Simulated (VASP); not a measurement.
Wanted: the native input for a VASP 6.6.1 run.

```
Task                   : single point
Functional             : LDA
Potentials or basis    : VASP PAW LDA potentials, release 64 (Cd, I)
Cutoff                 : 500 eV
k mesh                 : 4 × 4 × 3
Occupations            : gaussian, width 0.01 eV
Spin                   : no spin polarisation
Dipole correction      : no
Further INCAR settings : ALGO = Normal; EDIFF = 1e-06; NBANDS = 20
```

The structure of CdI2 lies in POSCAR:

```
CdI2
1.0
    4.2440000000      0.0000000000      0.0000000000
   -2.1220000000      3.6754118137      0.0000000000
    0.0000000000      0.0000000000      6.8590000000
Cd I
1 2
Direct
    0.0000000000      0.0000000000      0.0000000000
    0.3333333333      0.6666666667      0.2492000000
    0.6666666667      0.3333333333      0.7508000000
```

The input as run:

INCAR

```
PREC = Accurate ; ENCUT = 500
EDIFF = 1E-6 ; ISMEAR = 0
SIGMA = 0.01 ; LREAL = F
LASPH = T ; NELM = 120
ALGO = Normal ; ISIF = 2
LWAVE = F ; LCHARG = F
NBANDS = 20 ; GGA_COMPAT = F
```

KPOINTS

```
Automatic mesh
0
Gamma
  4 4 3
```

Potentials or basis: VASP PAW LDA potentials, release 64 (Cd, I).

The run is started by

```sh
$ cat potpaw_LDA.64/Cd/POTCAR potpaw_LDA.64/I/POTCAR > POTCAR
$ mpirun -np 1 vasp_std > vasp.out
```

It gave:

```json
{"Pressure": "-1.5 GPa", "Largest force": "0.199 eV/Å", "Band gap on the k mesh": "2.25 eV, indirect (least direct gap 2.36 eV)"}
```

Caveat: the k points lie up to 0.43 Å⁻¹ apart; spin-orbit coupling is left out, which moves the levels of the heavy elements.

It took 25 s on 1 thread of AMD EPYC 7R43 64-Core Processor (Zen 3), on a shared host, peak memory 0.15 GiB.
